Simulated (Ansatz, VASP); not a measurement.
Si2Ge: VASP beside Ansatz

```
Si Ge
1.0
    -1.43049    1.43049    6.06905
     1.43049   -1.43049    6.06905
     1.43049    1.43049   -6.06905
Si Ge
2 1
Direct
  0.66667 0.66667 0.00000
  0.33333 0.33333 0.00000
  0.00000 0.00000 0.00000
```

Alike in both runs: task relaxation of cell and atoms; functional PBE; k mesh 8 × 8 × 8; occupations gaussian, width 0.1 eV; no spin polarisation.

```csv
,VASP,Ansatz
version,VASP 6.6.1,Ansatz 0.2.0
potentials or method,"VASP PAW PBE potentials, release 64 (Si, Ge_d), cutoff 600 eV","scalar-relativistic, plane waves, PAW"
valence electrons in the cell,22,22
```

Ansatz gave:

* gap on the k mesh at the Fermi level, each at its own relaxed structure (eV): none
* relaxed volume (Å³/atom): 16.44
* relaxed cell length with the largest relative difference (Å): 6.638

Question: What did VASP give for the same quantities?

Answer: gap on the k mesh at the Fermi level, each at its own relaxed structure (eV): none; relaxed volume (Å³/atom): 16.46; relaxed cell length with the largest relative difference (Å): 6.645.

A gap of «none» marks a metal or a gap that the smearing closes.

The k mesh is coarse, so the values compare programs but aren't converged.
